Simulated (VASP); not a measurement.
# CdSe: single point with PBE

CdSe:

```
Cd Se
1.0
    -0.34083    2.63365    3.09841
     3.09841   -0.34083    3.09841
     2.75759    2.29283    0.00000
Cd Se
1 1
Direct
  0.00000 0.00000 0.00000
  0.75000 0.75000 0.75000
```

This cell differs from its parent crystal: engineering shear strain xz -0.2200, normal strain along z -0.1500.

```yaml
Program: VASP 6.6.1
Task: single point
Functional: PBE
Potentials_or_basis: VASP PAW PBE potentials, release 64 (Cd, Se)
Cutoff: 520 eV
k_mesh: 10 × 10 × 10
Occupations: gaussian, width 0.05 eV
Spin: no spin polarisation
```

```
Pressure               : 16.4 GPa
Largest force          : 3.067 eV/Å
Band gap on the k mesh : 0.08 eV (least direct gap 0.19 eV)
```

Forces on the atoms (eV/Å):
```
Cd   0.000  0.000  3.067
Se   0.000  0.000 -3.067
```

Stress tensor (GPa, compression positive):
```
17.35 16.98  0.00
16.98 14.62  0.00
 0.00  0.00 17.10
```

Levels at points of the mesh, in eV from the valence-band top:
| k point | band 6 | band 7 | band 8 | band 9 | band 10 | band 11 | band 12 | band 13 |
| --- | --- | --- | --- | --- | --- | --- | --- | --- |
| (0.00, 0.00, 0.00) | -8.60 | -1.27 | -1.06 | -0.11 | 0.08 | 3.85 | 6.01 | 7.58 |
| (0.50, 0.00, 0.00) | -8.39 | -5.71 | -1.69 | -0.48 | 1.83 | 5.71 | 6.59 | 8.42 |
| (0.50, 0.50, 0.00) | -8.30 | -5.58 | -3.57 | -1.16 | 1.60 | 5.09 | 8.30 | 9.16 |
| (0.00, 0.00, 0.50) | -8.15 | -5.65 | -2.37 | -1.46 | 1.24 | 5.01 | 5.91 | 7.36 |
| (0.50, 0.00, 0.50) | -7.95 | -4.73 | -3.34 | -3.07 | 2.00 | 2.15 | 8.00 | 8.89 |
| (0.00, 0.50, 0.50) | -8.30 | -5.58 | -2.57 | -2.38 | 2.59 | 3.76 | 7.29 | 8.79 |

It took 100 s on 1 thread of Intel(R) Xeon(R) 6975P-C (Granite Rapids), with other jobs on the host, peak memory 0.36 GiB.

Caveat: the cell differs from its parent crystal (engineering shear strain xz -0.2200, normal strain along z -0.1500); the cell stands under pressure; semilocal functionals underestimate gaps, and a narrow one can read as zero; forces of over 1 eV/Å act on the atoms, so gaps and moduli don't describe the material at rest. A k mesh can miss the band edges.
